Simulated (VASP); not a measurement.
# Be2C (Fm-3m) in VASP: notebook

The runs below take Be2C through single point, with r2SCAN, HSE06.

All numbers are computed with VASP 6.6.1; they aren't measurements. Logs are shortened: lines on timing, memory, paths and dates and some standing lists are left out, and cuts for length are marked.

## Step 1: The cell of the first run

The structure is cubic, space group Fm-3m (No. 225). The conventional cell has a = 4.321 Å, b = 4.321 Å, c = 4.321 Å, α = 90.00°, β = 90.00°, γ = 90.00°. C (site symmetry m-3m) has 8 Be at 1.87 Å within 2.5 Å. Be (site symmetry -43m) has 4 C at 1.87 Å and 6 Be at 2.16 Å within 2.5 Å.

## Step 2: Single point, r2SCAN

The input, POSCAR:

```
Be2C
1.0
    0.0000000000      2.1604856385      2.1604856385
    2.1604856385      0.0000000000      2.1604856385
    2.1604856385      2.1604856385      0.0000000000
C Be
1 2
Direct
    0.0000000000      0.0000000000      0.0000000000
    0.2500000000      0.2500000000      0.2500000000
    0.7500000000      0.7500000000      0.7500000000
```

The input, INCAR.step1:

```
SYSTEM = Be2C
PREC     = Accurate       ! precision mode
ENCUT    = 660            ! plane-wave cutoff, eV
ISMEAR   = 0              ! smearing method
SIGMA    = 0.01           ! smearing width, eV
LREAL    = .FALSE.        ! projectors in reciprocal space
LASPH    = .TRUE.         ! aspherical terms in the spheres
NELM     = 120            ! most SCF steps
NBANDS   = 11             ! bands
GGA      = PE             ! functional
ALGO     = Normal         ! electronic algorithm
EDIFF    = 1E-5           ! SCF threshold, eV
LWAVE    = .TRUE.         ! write WAVECAR
LCHARG   = .FALSE.        ! write CHGCAR
GGA_COMPAT= .FALSE.
```

The input, INCAR.step2:

```
SYSTEM = Be2C
PREC     = Accurate       ! precision mode
ENCUT    = 660            ! plane-wave cutoff, eV
EDIFF    = 1E-6           ! SCF threshold, eV
ISMEAR   = 0              ! smearing method
SIGMA    = 0.01           ! smearing width, eV
LREAL    = .FALSE.        ! projectors in reciprocal space
LASPH    = .TRUE.         ! aspherical terms in the spheres
NELM     = 120            ! most SCF steps
ALGO     = Normal         ! electronic algorithm
ISIF     = 2              ! what is computed and relaxed
LWAVE    = .FALSE.        ! write WAVECAR
LCHARG   = .FALSE.        ! write CHGCAR
METAGGA  = R2SCAN         ! meta-GGA
LMIXTAU  = .TRUE.       
NBANDS   = 11             ! bands
ISTART   = 1            
GGA_COMPAT= .FALSE.
```

The input, KPOINTS:

```
Automatic mesh
0
G
  6 6 6
  0 0 0
```

Potentials or basis: VASP PAW PBE potentials, release 64 (C, Be).

Started as:

```bash
$ cat potpaw_PBE.64/C/POTCAR potpaw_PBE.64/Be/POTCAR > POTCAR
$ cp INCAR.step1 INCAR
$ mpirun -np 1 vasp_std > vasp.out
$ cp INCAR.step2 INCAR
$ mpirun -np 1 vasp_std > vasp.out
```

OUTCAR:

```text
SYSTEM = Be2C
   PREC = Accurate
   ENCUT = 660
   EDIFF = 1E-6
   ISMEAR = 0
   LREAL = .FALSE.
   LASPH = .TRUE.
   NELM = 120
   ISIF = 2
   METAGGA = R2SCAN
   ISTART = 1

 ion  position               nearest neighbor table
   1  0.000  0.000  0.000-   3 1.87   3 1.87   3 1.87   2 1.87   3 1.87   2 1.87   2 1.87   2 1.87

   2  0.250  0.250  0.250-   1 1.87   1 1.87   1 1.87   1 1.87   3 2.16   3 2.16   3 2.16   3 2.16
                             3 2.16   3 2.16
   3  0.750  0.750  0.750-   1 1.87   1 1.87   1 1.87   1 1.87   2 2.16   2 2.16   2 2.16   2 2.16
                             2 2.16   2 2.16

  LATTYP: Found a face centered cubic cell.
 ALAT       =     4.3209712770

  Lattice vectors:

 A1 = (   0.0000000000,   2.1604856385,   2.1604856385)
 A2 = (   2.1604856385,   0.0000000000,   2.1604856385)
 A3 = (   2.1604856385,   2.1604856385,   0.0000000000)

Analysis of symmetry for initial positions (statically):
=====================================================================
 Subroutine PRICEL returns:
 Original cell was already a primitive cell.

 Routine SETGRP: Setting up the symmetry group for a
 face centered cubic supercell.

 Subroutine GETGRP returns: Found 48 space group operations
 (whereof 48 operations were pure point group operations)
 out of a pool of 48 trial point group operations.

The static configuration has the point symmetry O_h .

Analysis of symmetry for dynamics (positions and initial velocities):
=====================================================================
 Subroutine PRICEL returns:
 Original cell was already a primitive cell.

 Routine SETGRP: Setting up the symmetry group for a
 face centered cubic supercell.

 Subroutine GETGRP returns: Found 48 space group operations
 (whereof 48 operations were pure point group operations)
 out of a pool of 48 trial point group operations.

The dynamic configuration has the point symmetry O_h .

 Subroutine INISYM returns: Found 48 space group operations
 (whereof 48 operations are pure point group operations),
 and found     1 'primitive' translations

----------------------------------------------------------------------------------------

                                     Primitive cell

  volume of cell :      20.1690

  direct lattice vectors                    reciprocal lattice vectors
     0.000000000  2.160485638  2.160485638    -0.231429449  0.231429449  0.231429449
     2.160485638  0.000000000  2.160485638     0.231429449 -0.231429449  0.231429449
     2.160485638  2.160485638  0.000000000     0.231429449  0.231429449 -0.231429449

  length of vectors
     3.055388091  3.055388091  3.055388091     0.400847563  0.400847563  0.400847563

  position of ions in fractional coordinates (direct lattice)
     0.000000000  0.000000000  0.000000000
     0.250000000  0.250000000  0.250000000
     0.750000000  0.750000000  0.750000000

  ion indices of the primitive-cell ions
   primitive index   ion index
                 1           1
                 2           2
                 3           3

----------------------------------------------------------------------------------------

 KPOINTS: Automatic mesh

Automatic generation of k-mesh.
 Grid dimensions read from file:
 generate k-points for:    6    6    6

 Generating k-lattice:

  Cartesian coordinates                     Fractional coordinates (reciprocal lattice)
    -0.038571575  0.038571575  0.038571575     0.166666667  0.000000000  0.000000000
     0.038571575 -0.038571575  0.038571575     0.000000000  0.166666667  0.000000000
     0.038571575  0.038571575 -0.038571575     0.000000000  0.000000000  0.166666667

  Length of vectors
     0.066807927  0.066807927  0.066807927

  Shift w.r.t. Gamma in fractional coordinates (k-lattice)
     0.000000000  0.000000000  0.000000000

 Subroutine IBZKPT returns following result:
 ===========================================

 Found     16 irreducible k-points:

 Following reciprocal coordinates:
            Coordinates               Weight
  0.000000  0.000000  0.000000      1.000000
  0.166667  0.000000  0.000000      8.000000
  0.333333  0.000000  0.000000      8.000000
  0.500000  0.000000  0.000000      4.000000
  0.166667  0.166667  0.000000      6.000000
  0.333333  0.166667  0.000000     24.000000
[... 8 lines left out ...]
 -0.333333  0.333333  0.166667     24.000000
 -0.333333  0.500000  0.166667     12.000000
   k-points           NKPTS =     16   k-points in BZ     NKDIM =     16   number of bands    NBANDS=     11
   number of dos      NEDOS =    301   number of ions     NIONS =      3
   total plane-waves  NPLWV =  21952
   dimension x,y,z NGX =    28 NGY =   28 NGZ =   28
   dimension x,y,z NGXF=    56 NGYF=   56 NGZF=   56
   ions per type =               1   2
   NGX,Y,Z   is equivalent  to a cutoff of  15.24, 15.24, 15.24 a.u.
   NGXF,Y,Z  is equivalent  to a cutoff of  30.47, 30.47, 30.47 a.u.
 SYSTEM =  Be2C
   PREC   = accura    normal or accurate (medium, high low for compatibility)
   ISTART =      1    job   : 0-new  1-cont  2-samecut
   ICHARG =      0    charge: 1-file 2-atom 10-const
   ISPIN  =      1    spin polarized calculation?
   LNONCOLLINEAR =      F non collinear calculations
   LSORBIT =      F    spin-orbit coupling
   LASPH  =      T    aspherical Exc in radial PAW
   ENCUT  =  660.0 eV  48.51 Ry    6.96 a.u.   6.40  6.40  6.40*2*pi/ulx,y,z
   NELM   =    120;   NELMIN=  2; NELMDL=  0     # of ELM steps
   EDIFF  = 0.1E-05   stopping-criterion for ELM
   LREAL  =      F    real-space projection
   EDIFFG = 0.1E-04   stopping-criterion for IOM
   NSW    =      0    number of steps for IOM
   IBRION =     -1    ionic relax: 0-MD 1-quasi-New 2-CG
   NFREE  =      0    steps in history (QN), initial steepest desc. (CG)
   ISIF   =      2    stress and relaxation
   ISYM   =      2    0-nonsym 1-usesym 2-fastsym
   POTIM  = 0.5000    time-step for ionic-motion
   TEBEG  =    0.0;   TEEND  =   0.0 temperature during run
   PSTRESS=    0.0 pullay stress
   NELECT =       8.0000    total number of electrons
   NUPDOWN=      -1.0000    fix difference up-down
   EMIN   =  10.00;   EMAX   =-10.00  energy-range for DOS
   EFERMI =   0.00;   METHOD = LEGACY
   ISMEAR =     0;   SIGMA  =   0.01  broadening in eV -4-tet -1-fermi 0-gaus
   EFERMI_NEDOS =   21; number of points for ismear=-14 and -15
   IALGO  =     38    algorithm
   IMIX   =      4    mixing-type and parameters
     AMIX     =   0.40;   BMIX     =  1.00
     AMIX_MAG =   1.60;   BMIX_MAG =  1.00
  volume/ion in A,a.u.               =       6.72        45.37
  Fermi-wavevector in a.u.,A,eV,Ry     =   1.202846  2.273050 19.685440  1.446839
  Thomas-Fermi vector in A             =   2.338616
   LORBIT       =      0    0 simple, 1 ext, 2 COOP (PROOUT), +10 PAW based schemes
   METAGGA = R2SCAN    functional components
   LHFCALC =     F    Hartree Fock is set to
   AEXX    =    0.0000 exact exchange contribution
   IVDW    =     0    specifies the selected vdW correction
   LEPSILON=     F    determine dielectric tensor
   LRPA    =     F    only Hartree local field effects (RPA)
 non-spin polarized calculation
 Gauss-broadening in eV      SIGMA  =   0.01
  energy-cutoff  :      660.00
  volume of cell :       20.17
 maximum number of plane-waves:       791
 NGX is ok and might be reduce to    28
   NGX = 13   NGY = 13   NGZ = 13

 number of electron       8.0000000 magnetization

 Free energy of the ion-electron system (eV)
  ---------------------------------------------------
  ext. energy  EPLUGINS =         0.00000000
  ---------------------------------------------------
  free energy    TOTEN  =       -19.47016706 eV

  energy without entropy =      -19.47016706  energy(sigma->0) =      -19.47016706

 E-fermi :   7.8535     XC(G=0): -12.0456

 val. band max:        7.7727239482   @ k =   0.0000   0.0000   0.0000
 cond. band min:       9.2971810322   @ k =   0.5000   0.5000   0.0000
 fundamental gap:      1.5244570841
 Fermi energy:         7.8535136516

 k-point     1 :       0.0000    0.0000    0.0000
  band No.  band energies     occupation
      1      -8.2070      2.00000
      2       7.7727      2.00000
      3       7.7727      2.00000
      4       7.7727      2.00000
      5      12.3985      0.00000
      6      12.3985      0.00000
      7      12.3985      0.00000
      8      15.2361      0.00000
      9      22.1971      0.00000
     10      22.1971      0.00000
     11      22.1971      0.00000

 k-point     2 :       0.1667    0.0000    0.0000
  band No.  band energies     occupation
      1      -7.7421      2.00000
      2       4.7929      2.00000
      3       7.0611      2.00000
      4       7.0611      2.00000
      5      13.4214      0.00000
      6      13.4214      0.00000
      7      13.9428      0.00000
      8      16.3555      0.00000
      9      20.0396      0.00000
     10      20.0396      0.00000
     11      23.2198      0.00000

 k-point     3 :       0.3333    0.0000    0.0000
  band No.  band energies     occupation
      1      -6.4356      2.00000
      2       0.8201      2.00000
      3       6.1784      2.00000
      4       6.1784      2.00000
      5      13.7130      0.00000
      6      13.7130      0.00000
      7      14.9791      0.00000
      8      18.0191      0.00000
      9      21.0001      0.00000
     10      21.0001      0.00000
     11      25.3159      0.00000

 k-point     4 :       0.5000    0.0000    0.0000
  band No.  band energies     occupation
      1      -5.2375      2.00000
      2      -1.3381      2.00000
      3       5.8619      2.00000
      4       5.8619      2.00000
      5      13.3148      0.00000
      6      13.3148      0.00000
      7      15.3925      0.00000
      8      18.6026      0.00000
      9      23.5363      0.00000
     10      23.5363      0.00000
     11      26.3526      0.00000

 k-point     5 :       0.1667    0.1667    0.0000
  band No.  band energies     occupation
      1      -7.5899      2.00000
      2       5.7582      2.00000
      3       5.7582      2.00000
      4       6.0024      2.00000
      5      12.7763      0.00000
      6      14.5615      0.00000
      7      15.0566      0.00000
      8      15.0566      0.00000
      9      19.2834      0.00000
     10      23.8689      0.00000
     11      23.8689      0.00000
[... 99 lines left out ...]
 k-point    13 :       0.5000    0.5000    0.0000
  band No.  band energies     occupation
      1      -4.4183      2.00000
      2       0.6217      2.00000
      3       2.8398      2.00000
      4       2.8398      2.00000
      5       9.2972      0.00000
      6      13.9811      0.00000
      7      22.2292      0.00000
      8      22.2292      0.00000
      9      24.4366      0.00000
     10      25.3314      0.00000
     11      25.3314      0.00000

 k-point    14 :       0.5000    0.3333    0.1667
  band No.  band energies     occupation
      1      -5.4080      2.00000
      2       1.1577      2.00000
      3       2.7872      2.00000
      4       4.2665      2.00000
      5      13.3031      0.00000
      6      15.4712      0.00000
      7      15.9942      0.00000
      8      19.5987      0.00000
      9      21.3822      0.00000
     10      24.0810      0.00000
     11      26.9914      0.00000

 k-point    15 :      -0.3333    0.3333    0.1667
  band No.  band energies     occupation
      1      -4.4657      2.00000
      2      -0.0657      2.00000
      3       2.4866      2.00000
      4       3.3099      2.00000
      5      13.7098      0.00000
      6      15.5887      0.00000
      7      18.8434      0.00000
      8      19.5349      0.00000
      9      20.5728      0.00000
     10      22.9998      0.00000
     11      27.2271      0.00000

 k-point    16 :      -0.3333    0.5000    0.1667
  band No.  band energies     occupation
      1      -4.1950      2.00000
      2       1.0636      2.00000
      3       1.6490      2.00000
      4       2.1408      2.00000
      5      12.2778      0.00000
      6      15.9447      0.00000
      7      18.6146      0.00000
      8      20.6440      0.00000
      9      22.8110      0.00000
     10      24.1964      0.00000
     11      25.9269      0.00000

------------------------ aborting loop because EDIFF is reached ----------------------------------------

  FORCE on cell =-STRESS in cart. coord.  units (eV):
  Direction    XX          YY          ZZ          XY          YZ          ZX
  --------------------------------------------------------------------------------------
  -------------------------------------------------------------------------------------
  Total        0.0967100      0.0967100      0.0967100      0.0000000      0.0000000      0.0000000
  in kB        7.6824170      7.6824170      7.6824170      0.0000000      0.0000000      0.0000000
  external PRESSURE =       7.6824170 kB  Pullay stress =       0.0000000 kB

 VOLUME and BASIS-vectors are now :
 -----------------------------------------------------------------------------
  energy-cutoff  :      660.00
  volume of cell :       20.17
      direct lattice vectors                 reciprocal lattice vectors
     0.000000000  2.160485638  2.160485638    -0.231429449  0.231429449  0.231429449
     2.160485638  0.000000000  2.160485638     0.231429449 -0.231429449  0.231429449
     2.160485638  2.160485638  0.000000000     0.231429449  0.231429449 -0.231429449

 POSITION                                       TOTAL-FORCE (eV/Angst)
 -----------------------------------------------------------------------------------
      0.00000      0.00000      0.00000        -0.000000      0.000000      0.000000
      1.08024      1.08024      1.08024        -0.000000      0.000000      0.000000
      3.24073      3.24073      3.24073         0.000000     -0.000000     -0.000000
 -----------------------------------------------------------------------------------
    total drift:                               -0.000000     -0.000000      0.000000

  FREE ENERGIE OF THE ION-ELECTRON SYSTEM (eV)
  ---------------------------------------------------
  free  energy   TOTEN  =       -19.4701670605 eV

  energy  without entropy=      -19.4701670605  energy(sigma->0) =      -19.47016706
```

Run time: 40 s. Hardware: 1 thread of Intel Xeon 8259CL, shared host; peak memory 0.15 GiB.

What came out:

| Item | Value |
| --- | --- |
| Free energy | -19.4702 eV |
| Pressure | 0.8 GPa |
| Band gap on the k mesh | 1.52 eV (least direct gap 4.63 eV) |

Caveat: the PAW data sets were made with another functional, which shifts forces and pressure a little. A k mesh can miss the band edges.

## Step 3: Single point, r2SCAN

POSCAR is that of step 2.

The input, INCAR.step1:

```
SYSTEM = Be2C
  PREC = Accurate
  ENCUT = 660
  ISMEAR = 0
  SIGMA = 0.01
  LREAL = .FALSE.
  LASPH = .TRUE.
  NELM = 120
  NBANDS = 11
  GGA = PE
  ALGO = Normal
  EDIFF = 1E-5
  LWAVE = .TRUE.
  LCHARG = .FALSE.
  GGA_COMPAT = .FALSE.
```

The input, INCAR.step2:

```
SYSTEM = Be2C
  PREC = Accurate
  ENCUT = 660
  EDIFF = 1E-6
  ISMEAR = 0
  SIGMA = 0.01
  LREAL = .FALSE.
  LASPH = .TRUE.
  NELM = 120
  ALGO = Normal
  ISIF = 2
  LWAVE = .FALSE.
  LCHARG = .FALSE.
  METAGGA = R2SCAN
  LMIXTAU = .TRUE.
  NBANDS = 11
  ISTART = 1
  GGA_COMPAT = .FALSE.
```

The input, KPOINTS:

```
regular mesh
0
G
  8 8 8
  0 0 0
```

Potentials or basis: VASP PAW PBE potentials, release 64 (C, Be).

Started as:

```bash
$ cat potpaw_PBE.64/C/POTCAR potpaw_PBE.64/Be/POTCAR > POTCAR
$ cp INCAR.step1 INCAR
$ mpirun -np 1 vasp_std > vasp.out
$ cp INCAR.step2 INCAR
$ mpirun -np 1 vasp_std > vasp.out
```

Wall time 67 s (1 thread of Intel Xeon 8259CL, shared host); peak memory 0.16 GiB.

The run converged. Its results:

- Free energy: -19.4755 eV
- Pressure: 0.8 GPa
- Band gap on the k mesh: 1.53 eV (least direct gap 4.63 eV)

Levels at points of the mesh, in eV from the valence-band top:
```tsv
k point	band 2	band 3	band 4	band 5	band 6	band 7
(0.00, 0.00, 0.00)	0.00	0.00	0.00	4.63	4.63	4.63
(0.50, 0.00, 0.00)	-9.11	-1.91	-1.91	5.54	5.54	7.62
(0.50, 0.50, 0.00)	-7.15	-4.93	-4.93	1.53	6.21	14.46
```

Caveat: the PAW data sets were made with another functional, which shifts forces and pressure a little.

## Step 4: Single point, HSE06

POSCAR is that of step 3.

The input, INCAR.step1:

```
SYSTEM = Be2C
ALGO = Normal ; EDIFF = 1E-5
ENCUT = 520 ; GGA = PE
GGA_COMPAT = .False. ; ISIF = 2
ISMEAR = 0 ; LASPH = .True.
LCHARG = .False. ; LREAL = .False.
LWAVE = .True. ; NBANDS = 11
NELM = 120 ; PREC = Accurate
SIGMA = 0.01
```

The input, INCAR.step2:

```
SYSTEM = Be2C
ALGO = Normal ; EDIFF = 1E-6
ENCUT = 520 ; GGA = PE
GGA_COMPAT = .False. ; HFSCREEN = 0.2079
ISIF = 2 ; ISMEAR = 0
ISTART = 1 ; LASPH = .True.
LCHARG = .False. ; LHFCALC = .True.
LREAL = .False. ; LWAVE = .False.
NBANDS = 11 ; NELM = 120
PREC = Accurate ; PRECFOCK = Normal
SIGMA = 0.01
```

The input, KPOINTS:

```
k-points
0
Gamma
  6 6 6
  0 0 0
```

Started as:

```bash
$ cat potpaw_PBE.64/C/POTCAR potpaw_PBE.64/Be/POTCAR > POTCAR
$ cp INCAR.step1 INCAR
$ mpirun -np 1 vasp_std > vasp.out
$ cp INCAR.step2 INCAR
$ mpirun -np 1 vasp_std > vasp.out
```

It took 11 min on 1 thread of Intel Xeon 8259CL, shared host; peak memory 0.24 GiB.

Results (log left out):

```yaml
Free_energy: -19.0742 eV
Pressure: -1.9 GPa
Band_gap_on_the_k_mesh: 1.90 eV (least direct gap 5.13 eV)
```

Levels at points of the mesh, in eV from the valence-band top:
```csv
k point,band 1,band 2,band 3,band 4,band 5,band 6,band 7,band 8,band 9
"(0.00, 0.00, 0.00)",-16.75,0.00,0.00,0.00,5.13,5.13,5.13,8.06,14.68
"(0.50, 0.00, 0.00)",-13.59,-9.67,-2.03,-2.03,6.03,6.03,8.29,11.24,16.32
"(0.50, 0.50, 0.00)",-12.74,-7.57,-5.22,-5.22,1.90,6.78,15.11,15.11,17.36
```

Caveat: the PAW data sets were made with another functional, which shifts forces and pressure a little. A k mesh can miss the band edges.

## Step 5: The runs side by side

```tsv
level	k mesh	cutoff (eV)	grid for exact exchange (PRECFOCK)	share of exact exchange	screening parameter	gap on the mesh (eV)	pressure (GPa)
r2SCAN	6 × 6 × 6	660	-	-	-	1.52	0.8
r2SCAN	8 × 8 × 8	660	-	-	-	1.53	0.8
HSE06	6 × 6 × 6	520	Normal	0.25	0.2079 1/Å	1.90	-1.9
```

Alike in all rows: task single point; potentials or basis VASP PAW PBE potentials, release 64 (C, Be); no spin polarisation; cell as given; smearing gaussian 0.01 eV.

On the cell as given the gap runs from 1.52 eV (r2SCAN) to 1.90 eV (HSE06); the meshes differ, which moves gaps too. The pressure there spans -1.9 GPa (HSE06) to 0.8 GPa (r2SCAN); a positive pressure means that this level wants a larger cell, a negative one a smaller.

Caveats: the PAW data sets were made with another functional, which shifts forces and pressure a little.

Absolute energies hang on the potentials; compare differences alone.
